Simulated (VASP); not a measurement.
Sn2Te, 6 atoms in the cell. It takes space group P4/nmm (No. 129, tetragonal). The conventional cell has a = 4.556 Å, b = 4.556 Å, c = 8.720 Å, α = 90.00°, β = 90.00°, γ = 90.00°. Within 4.2 Å of Sn (site symmetry 4mm) lie 5 Te at 3.17 to 3.22 Å and 4 Sn at 3.57 Å. Sn (site symmetry -4m2) has 8 Sn at 3.22 to 3.57 Å and 4 Te at 3.62 Å within 4.2 Å. Te (site symmetry 4mm) has 9 Sn at 3.17 to 3.62 Å within 4.2 Å. 

```yaml
Program: VASP 6.6.1
Task: single point
Functional: PBE
Potentials_or_basis: VASP PAW PBE potentials, release 64 (Sn_d, Te)
Cutoff: 520 eV
k_mesh: 4 × 4 × 2
Occupations: gaussian, width 0.2 eV
Spin: no spin polarisation
Dipole_correction: no
Further_INCAR_settings: ALGO = Fast; EDIFF = 1e-06; NBANDS = 43
```

Potentials or basis: VASP PAW PBE potentials, release 64 (Sn_d, Te).

Run with:

```bash
$ cat potpaw_PBE.64/Sn_d/POTCAR potpaw_PBE.64/Te/POTCAR > POTCAR
$ mpirun -np 1 vasp_std > vasp.out
```

Hardware: 1 thread of Intel(R) Xeon(R) 6975P-C (Granite Rapids), on a shared host.

How long does it take, and how much memory?

It took 46 s on 1 thread of Intel(R) Xeon(R) 6975P-C (Granite Rapids), on a shared host, peak memory 0.32 GiB. Counts: scf iterations 15, k points 12.
